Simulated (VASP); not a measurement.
## CdSe: single point with HSE06

Crystal: CdSe.

```xyz
2
Lattice="3.5331 0.0000 0.0000 0.0000 3.5331 0.0000 0.0000 0.0000 3.5331" Properties=species:S:1:pos:R:3 pbc="T T T"
Cd    0.0000    0.0000    0.0000
Se    1.7666    1.7666    1.7666
```

| Item | Value |
| --- | --- |
| Program | VASP 6.6.1 |
| Task | single point |
| Functional | HSE06 |
| Potentials or basis | VASP PAW PBE potentials, release 64 (Cd, Se) |
| Cutoff | 520 eV |
| k mesh | 4 × 4 × 4 |
| Occupations | fermi-dirac, width 0.02 eV |
| Spin | no spin polarisation |
| Dipole correction | no |
| Grid for exact exchange (PRECFOCK) | Normal |
| Further INCAR settings | ALGO = Normal; EDIFF = 1e-07; NBANDS = 16 |
| Share of exact exchange | 0.25 |
| Screening parameter | 0.2079 1/Å |

| Item | Value |
| --- | --- |
| Pressure | -0.1 GPa |
| Band gap on the k mesh | zero (bands 9 and 10 overlap by 1.14 eV) |

Levels at points of the mesh, in eV from the Fermi level:
```
           k point  band 7  band 8  band 9  band 10  band 11  band 12
(0.00, 0.00, 0.00)   -1.53   -1.53   -1.53    -1.14     6.69     6.69
(0.50, 0.00, 0.00)   -6.84   -0.12   -0.12     3.35     4.96     7.40
(0.50, 0.50, 0.00)   -5.08   -5.08   -1.22     0.15     8.15     8.15
(0.50, 0.50, 0.50)   -2.69   -2.69   -2.69     1.80     1.80     1.80
```

Wall time 3.2 min on 1 thread of Intel(R) Xeon(R) 6975P-C (Granite Rapids), on a shared host, peak memory 0.27 GiB.

Caveat: the k points lie up to 0.44 Å⁻¹ apart, too coarse for converged energies and pressures of a metal; the structure was generated, so it needn't be the stable form of CdSe; the PAW data sets were made with another functional, which shifts forces and pressure a little.
